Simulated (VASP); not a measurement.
TiC (NiAs type):

```
CELL_PARAMETERS angstrom
3.46703 0.00000 0.00000
-1.73351 3.00254 0.00000
0.00000 0.00000 5.37390
ATOMIC_POSITIONS crystal
Ti 0.00000 0.00000 0.00000
Ti 0.00000 0.00000 0.50000
C 0.33333 0.66667 0.25000
C 0.66667 0.33333 0.75000
```

| Item | Value |
| --- | --- |
| Program | VASP 6.6.1 |
| Task | relaxation of cell and atoms |
| Functional | PBE |
| Potentials or basis | VASP PAW PBE potentials, release 64 (Ti_sv, C) |
| Cutoff | 600 eV |
| k mesh | 10 × 10 × 6 |
| Occupations | fermi-dirac, width 0.05 eV |
| Spin | no spin polarisation |

At the start: pressure -31.3 GPa; volume 13.99 Å³/atom.

Task: How do energy, volume and symmetry change on relaxing?

Result: Over 6 steps the energy falls by 540.4 meV/atom and the volume is 10.78 Å³/atom (-22.9 %); space group P6_3/mmc (No. 194, to 0.1 Å) before and after.

The path:
| step | energy change (eV) | largest force (eV/Å) | pressure (GPa) | volume (Å³) |
| --- | --- | --- | --- | --- |
| 1 | 0.0000 | 0.0000 | -31.31 | 55.94 |
| 2 | -1.1280 | 0.0000 | 54.59 | 36.27 |
| 3 | -2.1169 | 0.0000 | 2.75 | 42.81 |
| 4 | -2.1176 | 0.0000 | 4.07 | 42.57 |
| 5 | -2.1412 | 0.0000 | -2.58 | 43.50 |
| 6 | -2.1615 | 0.0000 | -0.02 | 43.12 |

Final structure:
```
Ti C
1.0
     3.04204    0.00000    0.00000
    -1.52102    2.63449    0.00000
     0.00000    0.00000    5.38034
Ti C
2 2
Direct
  0.00000 0.00000 0.00000
  0.00000 0.00000 0.50000
  0.33333 0.66667 0.25000
  0.66667 0.33333 0.75000
```

Caveat: the volume moved by over 15 % at a fixed basis, so the end points are rough.
